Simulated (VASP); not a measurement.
A run of VASP 6.6.1 is set up as follows.

File INCAR:

```
SYSTEM = Ti
PREC = Accurate
ENCUT = 520
EDIFF = 1E-6
ISMEAR = 1
SIGMA = 0.1
LREAL = .False.
LASPH = .True.
NELM = 60
ALGO = Normal
ISIF = 2
LWAVE = .False.
LCHARG = .True.
LELF = .True.
LVHAR = .True.
NBANDS = 12
```

Contents of KPOINTS:

```
Automatic mesh
0
Gamma
  13 13 13
  0 0 0
```

The input POSCAR:

```
Ti
1.0
   -1.5831961931      1.5831961931      1.5831961931
    1.5831961931     -1.5831961931      1.5831961931
    1.5831961931      1.5831961931     -1.5831961931
Ti
1
Direct
    0.0000000000      0.0000000000      0.0000000000
```

Potentials or basis: VASP PAW LDA potentials, release 64 (Ti_sv).

Command:

```bash
$ cat potpaw_LDA.64/Ti_sv/POTCAR > POTCAR
$ mpirun -np 1 vasp_std > vasp.out
```

**Question.** What does it give for the band gap on the k mesh?

**Answer.** Zero (band 6 reaches 9.83 eV, above the bottom of band 7 at 8.28 eV).

**Question.** Estimate the pressure.

**Answer.** -0.1 GPa.
